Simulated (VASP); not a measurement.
# Nb2B3C (P-4m2) in VASP: a series of runs, part 2 of 2

VASP 6.6.1. Earlier steps stand in the parts before.

## (3) Single point, PBE

This run uses another cell than the first one, of 10.16 Å³/atom.

INCAR reads:

```
PREC = Accurate ; ENCUT = 520
EDIFF = 1E-6 ; ISMEAR = 0
SIGMA = 0.1 ; LREAL = F
LASPH = T ; NELM = 100
ALGO = Normal ; ISIF = 2
LWAVE = F ; LCHARG = F
GGA = PE ; NBANDS = 28
```

KPOINTS reads:

```
Automatic mesh
0
Gamma
  6 6 4
```

POSCAR reads:

```
Nb2B3C
1.0
    3.1742833956      0.0000000000      0.0000000000
    0.0000000000      3.1742833956      0.0000000000
    0.0000000000      0.0000000000      6.0487958036
Nb B C
2 3 1
Direct
    0.5000000000      0.0000000000      0.7014005372
    0.0000000000      0.5000000000      0.2985994628
    0.5000000000      0.0000000000      0.3190615079
    0.0000000000      0.5000000000      0.6809384921
    0.0000000000      0.0000000000      0.0000000000
    0.5000000000      0.5000000000      0.0000000000
```

Potentials or basis: VASP PAW PBE potentials, release 64 (Nb_sv, B, C).

Run with:

```bash
cat potpaw_PBE.64/Nb_sv/POTCAR potpaw_PBE.64/B/POTCAR potpaw_PBE.64/C/POTCAR > POTCAR
mpirun -np 1 vasp_std > vasp.out
```

OUTCAR:

```text
PREC = Accurate
   ENCUT = 520
   EDIFF = 1E-6
   ISMEAR = 0
   LREAL = F
   LASPH = T
   NELM = 100
   ISIF = 2
   GGA = PE

 ion  position               nearest neighbor table
   1  0.500  0.000  0.701-   4 2.25   4 2.25   4 2.25   4 2.25   3 2.31   6 2.40   6 2.40   5 2.40
                             5 2.40
   2  0.000  0.500  0.299-   3 2.25   3 2.25   3 2.25   3 2.25   4 2.31   5 2.40   6 2.40   6 2.40
                             5 2.40
   3  0.500  0.000  0.319-   2 2.25   2 2.25   2 2.25   2 2.25   1 2.31
   4  0.000  0.500  0.681-   1 2.25   1 2.25   1 2.25   1 2.25   2 2.31
   5  0.000  0.000  0.000-   1 2.40   2 2.40   2 2.40   1 2.40
   6  0.500  0.500  0.000-   1 2.40   2 2.40   1 2.40   2 2.40

  LATTYP: Found a simple tetragonal cell.
 ALAT       =     3.1742833956
 C/A-ratio  =     1.9055626262

  Lattice vectors:

 A1 = (   3.1742833956,   0.0000000000,   0.0000000000)
 A2 = (   0.0000000000,   3.1742833956,   0.0000000000)
 A3 = (   0.0000000000,   0.0000000000,   6.0487958036)

Analysis of symmetry for initial positions (statically):
=====================================================================
 Subroutine PRICEL returns:
 Original cell was already a primitive cell.

 Routine SETGRP: Setting up the symmetry group for a
 simple tetragonal supercell.

 Subroutine GETGRP returns: Found  8 space group operations
 (whereof  8 operations were pure point group operations)
 out of a pool of 16 trial point group operations.

The static configuration has the point symmetry D_2d.

Analysis of symmetry for dynamics (positions and initial velocities):
=====================================================================
 Subroutine PRICEL returns:
 Original cell was already a primitive cell.

 Routine SETGRP: Setting up the symmetry group for a
 simple tetragonal supercell.

 Subroutine GETGRP returns: Found  8 space group operations
 (whereof  8 operations were pure point group operations)
 out of a pool of 16 trial point group operations.

The dynamic configuration has the point symmetry D_2d.

[... 129 lines left out ...]
  Thomas-Fermi vector in A             =   2.532651
   LORBIT       =      0    0 simple, 1 ext, 2 COOP (PROOUT), +10 PAW based schemes
   GGA     = PE    functional components
   LHFCALC =     F    Hartree Fock is set to
   AEXX    =    0.0000 exact exchange contribution
   IVDW    =     0    specifies the selected vdW correction
   LEPSILON=     F    determine dielectric tensor
   LRPA    =     F    only Hartree local field effects (RPA)
 non-spin polarized calculation
 Gauss-broadening in eV      SIGMA  =   0.10
  energy-cutoff  :      520.00
  volume of cell :       60.95
 maximum number of plane-waves:      1680
 NGX is ok and might be reduce to    24

 number of electron      39.0000004 magnetization

 Free energy of the ion-electron system (eV)
  ---------------------------------------------------
  ext. energy  EPLUGINS =         0.00000000
  ---------------------------------------------------
  free energy    TOTEN  =       -47.02929180 eV

  energy without entropy =      -47.02165126  energy(sigma->0) =      -47.02547153

 E-fermi :  10.2746     XC(G=0): -12.6760

 val. band max:       10.2105793139   @ k =   0.3333   0.1667   0.0000
 cond. band min:      10.3350789247   @ k =   0.0000   0.0000   0.0000
 fundamental gap:      0.1244996108
 Fermi energy:        10.2746054878

 k-point     1 :       0.0000    0.0000    0.0000
  band No.  band energies     occupation
      1     -44.3625      2.00000
      2     -44.3207      2.00000
      3     -20.7095      2.00000
      4     -20.3882      2.00000
      5     -20.3786      2.00000
      6     -20.3786      2.00000
[... 733 lines left out ...]
     27      15.2236      0.00000
     28      15.2818      0.00000

 [... further k-points ...]

------------------------ aborting loop because EDIFF is reached ----------------------------------------

  FORCE on cell =-STRESS in cart. coord.  units (eV):
  Direction    XX          YY          ZZ          XY          YZ          ZX
  --------------------------------------------------------------------------------------
  -------------------------------------------------------------------------------------
  Total       -0.0555412     -0.0555412     -0.2027741      0.0000000      0.0000000     -0.0000000
  in kB       -1.4600413     -1.4600413     -5.3304361      0.0000000      0.0000000     -0.0000000
  external PRESSURE =      -2.7501729 kB  Pullay stress =       0.0000000 kB

 VOLUME and BASIS-vectors are now :
 -----------------------------------------------------------------------------
  energy-cutoff  :      520.00
  volume of cell :       60.95
      direct lattice vectors                 reciprocal lattice vectors
     3.174283396  0.000000000  0.000000000     0.315031733  0.000000000  0.000000000
     0.000000000  3.174283396  0.000000000     0.000000000  0.315031733  0.000000000
     0.000000000  0.000000000  6.048795804     0.000000000  0.000000000  0.165322162

 POSITION                                       TOTAL-FORCE (eV/Angst)
 -----------------------------------------------------------------------------------
      1.58714      0.00000      4.24263         0.000000      0.000000      0.008362
      0.00000      1.58714      1.80617        -0.000000      0.000000     -0.008362
      1.58714      0.00000      1.92994         0.000000      0.000000     -0.000742
      0.00000      1.58714      4.11886         0.000000      0.000000      0.000742
      0.00000      0.00000      0.00000         0.000000      0.000000      0.000000
      1.58714      1.58714      0.00000         0.000000     -0.000000      0.000000
 -----------------------------------------------------------------------------------
    total drift:                                0.000000     -0.000000     -0.000000

  FREE ENERGIE OF THE ION-ELECTRON SYSTEM (eV)
  ---------------------------------------------------
  free  energy   TOTEN  =       -47.0292918038 eV

  energy  without entropy=      -47.0216512570  energy(sigma->0) =      -47.02547153
```

OSZICAR:

```text
N       E                     dE             d eps       ncg     rms          rms(c)
DAV:   1     0.360982969704E+03    0.36098E+03   -0.20735E+04  1680   0.140E+03
DAV:   2    -0.198768936668E+02   -0.38086E+03   -0.37003E+03  2016   0.510E+02
DAV:   3    -0.493348482753E+02   -0.29458E+02   -0.28954E+02  3136   0.107E+02
DAV:   4    -0.507609663467E+02   -0.14261E+01   -0.14196E+01  2480   0.194E+01
DAV:   5    -0.508127893626E+02   -0.51823E-01   -0.51773E-01  2960   0.421E+00    0.167E+01
DAV:   6    -0.469988424769E+02    0.38139E+01   -0.19474E+01  2584   0.249E+01    0.441E+00
DAV:   7    -0.470244299845E+02   -0.25588E-01   -0.10335E+00  2684   0.545E+00    0.287E+00
DAV:   8    -0.470265884833E+02   -0.21585E-02   -0.84115E-02  2572   0.215E+00    0.123E+00
DAV:   9    -0.470290459300E+02   -0.24574E-02   -0.28969E-02  2436   0.115E+00    0.260E-01
DAV:  10    -0.470291806424E+02   -0.13471E-03   -0.26652E-03  2620   0.405E-01    0.157E-01
DAV:  11    -0.470292931546E+02   -0.11251E-03   -0.44586E-04  2348   0.183E-01    0.218E-02
DAV:  12    -0.470292927159E+02    0.43870E-06   -0.66413E-05  2624   0.521E-02    0.111E-02
DAV:  13    -0.470292916249E+02    0.10911E-05   -0.46079E-06  2172   0.214E-02    0.328E-03
DAV:  14    -0.470292918038E+02   -0.17894E-06   -0.83944E-07  1208   0.759E-03
   1 F= -.47029292E+02 E0= -.47025472E+02  d E =-.764055E-02
```

stdout:

```text
POSCAR found type information on POSCAR NbB C
 POSCAR found :  3 types and       6 ions
 scaLAPACK will be used
 LDA part: xc-table for (Slater+PW92), standard interpolation
 POSCAR, INCAR and KPOINTS ok, starting setup
 FFT: planning ... GRIDC
 FFT: planning ... GRID_SOFT
 FFT: planning ... GRID
 WAVECAR not read
 entering main loop
```

It took 21 s on 1 thread of AMD EPYC 9R45 (Zen 5), shared host; peak memory 0.16 GiB.

Results:

```
Free energy            : -47.0293 eV
Pressure               : -0.3 GPa
Largest force          : 0.008 eV/Å
Band gap on the k mesh : zero (an odd number of electrons rules out a gap without spin polarisation)
```

Forces on the atoms (eV/Å):
```
Nb   0.000  0.000  0.008
Nb   0.000  0.000 -0.008
B    0.000  0.000 -0.001
B    0.000  0.000  0.001
B    0.000  0.000  0.000
C    0.000  0.000  0.000
```

## (4) Single point, PBE

This run uses another cell than the first one, of the same volume but with other edges.

INCAR reads:

```
ALGO = Normal ; EDIFF = 1E-7
ENCUT = 520 ; GGA = PE
ISIF = 2 ; ISMEAR = 0
LASPH = T ; LCHARG = F
LREAL = F ; LWAVE = F
NBANDS = 28 ; NELM = 60
PREC = Accurate ; SIGMA = 0.1
```

KPOINTS reads:

```
k-points
0
Gamma
  12 12 6
```

POSCAR reads:

```
Nb2B3C
1.0
    3.1707212422      0.0000000000      0.0000000000
    0.0000000000      3.1707212422      0.0000000000
    0.0000000000      0.0000000000      6.0728078422
Nb B C
2 3 1
Direct
    0.5000000000      0.0000000000      0.7027686182
    0.0000000000      0.5000000000      0.2972313818
    0.5000000000      0.0000000000      0.3202159261
    0.0000000000      0.5000000000      0.6797840739
    0.0000000000      0.0000000000      0.0000000000
    0.5000000000      0.5000000000      0.0000000000
```

Run with:

```bash
cat potpaw_PBE.64/Nb_sv/POTCAR potpaw_PBE.64/B/POTCAR potpaw_PBE.64/C/POTCAR > POTCAR
mpirun -np 1 vasp_std > vasp.out
```

Run time: 72 s. Hardware: 1 thread of AMD EPYC 9R45 (Zen 5), shared host; peak memory 0.27 GiB.

The run converged. Its results:

```yaml
Free_energy: -47.0389 eV
Pressure: -0.3 GPa
Largest_force: 0.007 eV/Å
Band_gap_on_the_k_mesh: zero (an odd number of electrons rules out a gap without spin polarisation)
```

Forces in eV/Å, atoms in the order of the input:
```
Nb   0.000  0.000  0.000
Nb   0.000  0.000  0.000
B    0.000  0.000  0.007
B    0.000  0.000 -0.007
B    0.000  0.000  0.000
C    0.000  0.000  0.000
```

Levels at points of the mesh, in eV from the Fermi level:
```
           k point  band 16  band 17  band 18  band 19  band 20  band 21  band 22  band 23
(0.00, 0.00, 0.00)    -2.90    -2.52     0.05     0.05     0.57     1.54     1.61     1.61
(0.50, 0.00, 0.00)    -3.23    -2.58    -2.35    -1.24    -0.13     1.70     2.25     2.75
(0.50, 0.50, 0.00)    -3.10    -3.05    -2.95    -0.85    -0.85     1.46     1.51     3.44
(0.00, 0.00, 0.50)    -3.51    -0.83    -0.47    -0.47     1.26     1.60     2.05     2.49
(0.50, 0.00, 0.50)    -3.39    -3.07    -2.43    -0.55     0.44     0.53     2.07     2.80
(0.50, 0.50, 0.50)    -3.49    -2.91    -2.54     1.08     1.22     1.31     1.31     3.82
```

## (5) Relaxation of cell and atoms, PBE

INCAR reads:

```
ALGO = Normal ; EDIFF = 1E-6
EDIFFG = -0.04 ; ENCUT = 600
GGA = PE ; IBRION = 2
ISIF = 3 ; ISMEAR = 0
LASPH = T ; LCHARG = F
LREAL = F ; LWAVE = F
NELM = 80 ; NSW = 90
PREC = Accurate ; SIGMA = 0.1
```

KPOINTS reads:

```
k-points
0
Gamma
  6 6 4
```

POSCAR reads:

```
Nb2B3C
1.0
    3.0193424500      0.0000000000      0.0000000000
    0.0000000000      3.0193424500      0.0000000000
    0.0000000000      0.0000000000      6.7071967700
Nb B C
2 3 1
Direct
    0.5000000000      0.0000000000      0.7398749000
    0.0000000000      0.5000000000      0.2601251000
    0.5000000000      0.0000000000      0.3835413500
    0.0000000000      0.5000000000      0.6164586500
    0.0000000000      0.0000000000      0.0000000000
    0.5000000000      0.5000000000      0.0000000000
```

Run with:

```bash
cat potpaw_PBE.64/Nb_sv/POTCAR potpaw_PBE.64/B/POTCAR potpaw_PBE.64/C/POTCAR > POTCAR
mpirun -np 1 vasp_std > vasp.out
```

Run time: 4.4 min. Hardware: 1 thread of AMD EPYC 9R45 (Zen 5), shared host; peak memory 0.19 GiB.

Results (log left out):

- Free energy: -47.0313 eV
- Relaxed volume: 10.15 Å³/atom
- Relaxed cell: a = 3.174 Å, b = 3.174 Å, c = 6.045 Å, α = 90.00°, β = 90.00°, γ = 90.00°
- Space group after relaxing (to 0.1 Å): P-4m2 (No. 115)
- Energy gained by relaxing: 185.6 meV/atom
- Ionic steps: 19
- Pressure after relaxing: -0.2 GPa
- Largest force after relaxing: 0.022 eV/Å
- Band gap on the k mesh: zero (an odd number of electrons rules out a gap without spin polarisation)

Forces in eV/Å, atoms in the order of the input:
```
Nb   0.000  0.000  0.022
Nb   0.000  0.000 -0.022
B    0.000  0.000 -0.008
B    0.000  0.000  0.008
B    0.000  0.000  0.000
C    0.000  0.000  0.000
```

Stress tensor (GPa, compression positive):
```
-0.12  0.00  0.00
 0.00 -0.12  0.00
 0.00  0.00 -0.37
```

The path:
```tsv
step	energy change (eV)	largest force (eV/Å)	pressure (GPa)	volume (Å³)
1	0.0000	1.5798	7.53	61.15
2	-0.1380	0.8819	-9.42	65.48
3	-0.1587	0.8520	-5.40	64.27
4	-0.3841	0.9601	-4.63	63.76
5	-0.4523	1.0094	-3.71	63.45
6	-0.6818	1.2767	2.64	61.46
7	-0.7597	1.6351	12.99	58.73
8	-0.7739	1.5821	10.08	59.43
9	-0.8965	1.2823	7.85	59.72
10	-1.0107	0.7452	3.40	60.26
11	-1.0755	0.4940	0.71	60.86
12	-1.1005	0.2278	-2.14	61.60
13	-1.1006	0.2407	-2.01	61.56
14	-1.1064	0.1949	-0.48	61.16
15	-1.1074	0.1669	0.50	60.91
16	-1.1094	0.1308	0.36	60.93
17	-1.1121	0.1381	-0.10	60.98
18	-1.1133	0.0604	-0.16	60.95
19	-1.1137	0.0221	-0.20	60.91
```

Final structure:
```xyz
6
Lattice="3.1743 0.0000 0.0000 0.0000 3.1743 0.0000 0.0000 0.0000 6.0452" Properties=species:S:1:pos:R:3 pbc="T T T"
Nb    1.5871    0.0000    4.2393
Nb    0.0000    1.5871    1.8060
B     1.5871    0.0000    1.9288
B     0.0000    1.5871    4.1164
B     0.0000    0.0000    0.0000
C     1.5871    1.5871    0.0000
```

Levels at points of the mesh, in eV from the Fermi level:
| k point | band 17 | band 18 | band 19 | band 20 | band 21 | band 22 |
| --- | --- | --- | --- | --- | --- | --- |
| (0.00, 0.00, 0.00) | -2.41 | 0.06 | 0.06 | 0.54 | 1.52 | 1.55 |
| (0.50, 0.00, 0.00) | -2.55 | -2.33 | -1.24 | -0.15 | 1.71 | 2.23 |
| (0.50, 0.50, 0.00) | -3.04 | -3.00 | -0.81 | -0.81 | 1.60 | 1.64 |
| (0.00, 0.00, 0.50) | -0.77 | -0.46 | -0.46 | 1.27 | 1.58 | 2.07 |
| (0.50, 0.00, 0.50) | -3.05 | -2.42 | -0.52 | 0.46 | 0.54 | 2.12 |
| (0.50, 0.50, 0.50) | -2.89 | -2.58 | 1.15 | 1.30 | 1.39 | 1.39 |

## (6) Relaxation of cell and atoms, PBE

This run uses another cell than the first one, of 10.16 Å³/atom.

INCAR reads:

```
PREC = Accurate
ENCUT = 600
EDIFF = 1E-6
ISMEAR = 0
SIGMA = 0.1
LREAL = False
LASPH = True
NELM = 60
ALGO = Normal
ISIF = 3
LWAVE = False
LCHARG = False
GGA = PE
IBRION = 2
NSW = 100
EDIFFG = -0.01
```

KPOINTS reads:

```
Automatic mesh
0
Gamma
  12 12 6
```

POSCAR reads:

```
Nb2B3C
1.0
    3.1742833956      0.0000000000      0.0000000000
    0.0000000000      3.1742833956      0.0000000000
    0.0000000000      0.0000000000      6.0487958036
Nb B C
2 3 1
Direct
    0.5000000000      0.0000000000      0.7014005372
    0.0000000000      0.5000000000      0.2985994628
    0.5000000000      0.0000000000      0.3190615079
    0.0000000000      0.5000000000      0.6809384921
    0.0000000000      0.0000000000      0.0000000000
    0.5000000000      0.5000000000      0.0000000000
```

Potentials or basis: VASP PAW PBE potentials, release 64 (Nb_sv, B, C).

Run with:

```bash
cat potpaw_PBE.64/Nb_sv/POTCAR potpaw_PBE.64/B/POTCAR potpaw_PBE.64/C/POTCAR > POTCAR
mpirun -np 1 vasp_std > vasp.out
```

It took 4.8 min on 1 thread of AMD EPYC 9R45 (Zen 5), shared host; peak memory 0.3 GiB.

It converged, with:

```
Free energy                           : -47.0415 eV
Relaxed volume                        : 10.16 Å³/atom
Relaxed cell                          : a = 3.169 Å, b = 3.169 Å, c = 6.071 Å, α = 90.00°, β = 90.00°, γ = 90.00°
Space group after relaxing (to 0.1 Å) : P-4m2 (No. 115)
Energy gained by relaxing             : 0.2 meV/atom
Ionic steps                           : 7
Pressure after relaxing               : 0.0 GPa
Largest force after relaxing          : 0.007 eV/Å
Band gap on the k mesh                : zero (an odd number of electrons rules out a gap without spin polarisation)
```

Forces on the atoms (eV/Å):
```
Nb   0.000  0.000  0.007
Nb   0.000  0.000 -0.007
B    0.000  0.000  0.007
B    0.000  0.000 -0.007
B    0.000  0.000  0.000
C    0.000  0.000  0.000
```

Stress tensor (GPa, compression positive):
```
 0.11  0.00  0.00
 0.00  0.11  0.00
 0.00  0.00 -0.14
```

The path:
```
step  energy change (eV)  largest force (eV/Å)  pressure (GPa)  volume (Å³)
   1              0.0000                0.1179           -0.27        60.95
   2             -0.0009                0.0261            0.47        60.80
   3             -0.0009                0.0234            0.39        60.81
   4             -0.0012                0.0380           -0.17        60.98
   5             -0.0012                0.0349           -0.07        60.94
   6             -0.0013                0.0261           -0.03        60.95
   7             -0.0014                0.0071            0.03        60.95
```

Final structure:
```yaml
crystal:
  lattice:
    - [3.16875, 0.00000, 0.00000]
    - [0.00000, 3.16875, 0.00000]
    - [0.00000, 0.00000, 6.07061]
  atoms:
    - { symbol: Nb, position: [0.50000, 0.00000, 0.70267] }
    - { symbol: Nb, position: [0.00000, 0.50000, 0.29733] }
    - { symbol: B, position: [0.50000, 0.00000, 0.32014] }
    - { symbol: B, position: [0.00000, 0.50000, 0.67986] }
    - { symbol: B, position: [0.00000, 0.00000, 0.00000] }
    - { symbol: C, position: [0.50000, 0.50000, 0.00000] }
```

Levels at points of the mesh, in eV from the Fermi level:
```tsv
k point	band 17	band 18	band 19	band 20	band 21	band 22
(0.00, 0.00, 0.00)	-2.52	0.05	0.05	0.57	1.54	1.61
(0.50, 0.00, 0.00)	-2.59	-2.36	-1.24	-0.13	1.70	2.26
(0.50, 0.50, 0.00)	-3.05	-2.95	-0.85	-0.85	1.47	1.51
(0.00, 0.00, 0.50)	-0.84	-0.47	-0.47	1.26	1.60	2.05
(0.50, 0.00, 0.50)	-3.08	-2.44	-0.55	0.44	0.53	2.07
(0.50, 0.50, 0.50)	-2.91	-2.54	1.09	1.22	1.31	1.31
```

## (7) Summary

| task | cell | k mesh | cutoff (eV) | gap on the mesh (eV) | pressure (GPa) | relaxed volume (Å³/atom) | largest force (eV/Å) |
| --- | --- | --- | --- | --- | --- | --- | --- |
| single point | a = 3.019, b = 3.019, c = 6.707 Å, 6 atoms, atomic positions A | 6 × 6 × 4 | 520 | none | 7.6 | - | 1.58 |
| single point | a = 3.174, b = 3.174, c = 6.049 Å, 6 atoms, atomic positions B | 6 × 6 × 4 | 520 | none | -0.3 | - | 0.01 |
| single point | a = 3.171, b = 3.171, c = 6.073 Å, 6 atoms, atomic positions B | 12 × 12 × 6 | 520 | none | -0.3 | - | 0.01 |
| relaxation of cell and atoms | relaxed from a = 3.019, b = 3.019, c = 6.707 Å, 6 atoms, atomic positions A | 6 × 6 × 4 | 600 | none | -0.2 | 10.15 | 0.02 |
| relaxation of cell and atoms | relaxed from a = 3.174, b = 3.174, c = 6.049 Å, 6 atoms, atomic positions B | 12 × 12 × 6 | 600 | none | 0.0 | 10.16 | 0.01 |

Alike in all rows: level PBE; potentials or basis VASP PAW PBE potentials, release 64 (Nb_sv, B, C); no spin polarisation; smearing gaussian 0.1 eV.

Caveats: the cell stands under pressure (at least some runs); forces of over 1 eV/Å act on the atoms, so gaps and moduli don't describe the material at rest (at least some runs).

Total energies depend on the potentials used, so only differences within one code and one set of settings carry meaning.
